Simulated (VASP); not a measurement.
Crystal: Sm2Si.

```xyz
3
Lattice="4.2947 0.0000 0.0000 -2.1473 3.7193 0.0000 0.0000 0.0000 5.7343" Properties=species:S:1:pos:R:3 pbc="T T T"
Sm    0.0000    2.4795    1.4773
Sm    2.1473    1.2398    4.2570
Si    0.0000    0.0000    0.0000
```

The cell was generated, and may not be a known phase.

```yaml
Program: VASP 6.6.1
Task: relaxation of cell and atoms
Functional: PBE
Potentials_or_basis: VASP PAW PBE potentials, release 64 (Sm_3, Si), 4f in core
Cutoff: 500 eV
k_mesh: 12 × 12 × 8
Occupations: gaussian, width 0.1 eV
Spin: no spin polarisation
```

At the start: pressure 0.4 GPa; volume 30.53 Å³/atom.

**Question.** Where does the relaxation end?

**Answer.** Over 31 steps the energy falls by 45.6 meV/atom and the volume is 32.92 Å³/atom (+7.8 %); space group P-3m1 (No. 164, to 0.1 Å) before and after.

Step by step:
| step | energy change (eV) | largest force (eV/Å) | pressure (GPa) | volume (Å³) |
| --- | --- | --- | --- | --- |
| 1 | 0.0000 | 0.0268 | 0.44 | 91.59 |
| 2 | -0.0019 | 0.0542 | -0.13 | 92.72 |
| 3 | -0.0019 | 0.0556 | -0.14 | 92.74 |
| 4 | -0.0045 | 0.0619 | -0.19 | 93.10 |
| 5 | -0.0153 | 0.0898 | -0.38 | 94.17 |
| 6 | -0.0435 | 0.1807 | -0.83 | 96.20 |
| 7 | -0.0857 | 0.4722 | -1.92 | 99.91 |
| 8 | -0.0846 | 0.4376 | -1.79 | 99.54 |
| 9 | -0.0853 | 0.4558 | -1.85 | 99.73 |
| 10 | -0.0857 | 0.4593 | -1.86 | 99.77 |
| 11 | -0.0868 | 0.4701 | -1.90 | 99.88 |
| 12 | -0.0883 | 0.4913 | -1.96 | 100.09 |
| 13 | -0.0884 | 0.5313 | -2.09 | 100.51 |
| 14 | -0.0889 | 0.5080 | -2.02 | 100.27 |
| 15 | -0.0907 | 0.5007 | -1.97 | 100.18 |
| 16 | -0.0959 | 0.4780 | -1.82 | 99.89 |
| 17 | -0.1051 | 0.4314 | -1.51 | 99.32 |
| 18 | -0.1190 | 0.3340 | -0.88 | 98.18 |
| 19 | -0.1273 | 0.1217 | 0.49 | 95.92 |
| 20 | -0.1278 | 0.1658 | 0.20 | 96.36 |
| 21 | -0.1284 | 0.1589 | 0.20 | 96.43 |
| 22 | -0.1301 | 0.1380 | 0.20 | 96.63 |
| 23 | -0.1327 | 0.0959 | 0.20 | 97.02 |
| 24 | -0.1353 | 0.0106 | 0.20 | 97.82 |
| 25 | -0.1354 | 0.0106 | 0.20 | 98.02 |
| 26 | -0.1362 | 0.0255 | -0.09 | 98.72 |
| 27 | -0.1362 | 0.0290 | -0.12 | 98.79 |
| 28 | -0.1367 | 0.0188 | -0.07 | 98.77 |
| 29 | -0.1368 | 0.0135 | -0.04 | 98.76 |
| 30 | -0.1368 | 0.0032 | 0.02 | 98.73 |
| 31 | -0.1369 | 0.0084 | -0.01 | 98.75 |

Final structure:
```
Sm Si
1.0
     4.08510    0.00000    0.00000
    -2.04255    3.53780    0.00000
     0.00000    0.00000    6.83250
Sm Si
2 1
Cartesian
  0.0000 2.3585 1.6464
  2.0425 1.1793 5.1861
  0.0000 0.0000 0.0000
```

Caveat: a cell axis changed by over 15 % at a fixed basis, so the end point is rough.
